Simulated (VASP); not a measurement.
Input of a VASP 6.6.1 run:

INCAR

```
ALGO = Fast
EDIFF = 1E-7
ENCUT = 520
GGA = PE
ISIF = 2
ISMEAR = 0
ISPIN = 2
IVDW = 12
LASPH = True
LCHARG = False
LMAXMIX = 4
LORBIT = 11
LREAL = False
LWAVE = False
MAGMOM = 4
NBANDS = 14
NELM = 150
PREC = Accurate
SIGMA = 0.1
```

Contents of KPOINTS:

```
k-points
0
Gamma
  8 8 8
```

The input POSCAR:

```
Fe
1.0
   -1.4315177495      1.4315177495      1.4315177495
    1.4315177495     -1.4315177495      1.4315177495
    1.4315177495      1.4315177495     -1.4315177495
Fe
1
Direct
    0.0000000000      0.0000000000      0.0000000000
```

Potentials or basis: VASP PAW PBE potentials, release 64 (Fe).

The run is started by

```bash
$ cat potpaw_PBE.64/Fe/POTCAR > POTCAR
$ mpirun -np 1 vasp_std > vasp.out
```

(1) Estimate the dispersion energy per atom.

(2) What does it give for the net moment?

(3) What does it give for the pressure?

(4) What does it give for the site moments?

## Answers

(1) -0.346 eV.

(2) 2.35 μB per cell.

(3) -8.2 GPa.

(4) Fe +2.36 μB.

Caveat: the k points lie up to 0.39 Å⁻¹ apart; three body term missing; pairwise dispersion overbinds metals, which lowers pressure and volume.
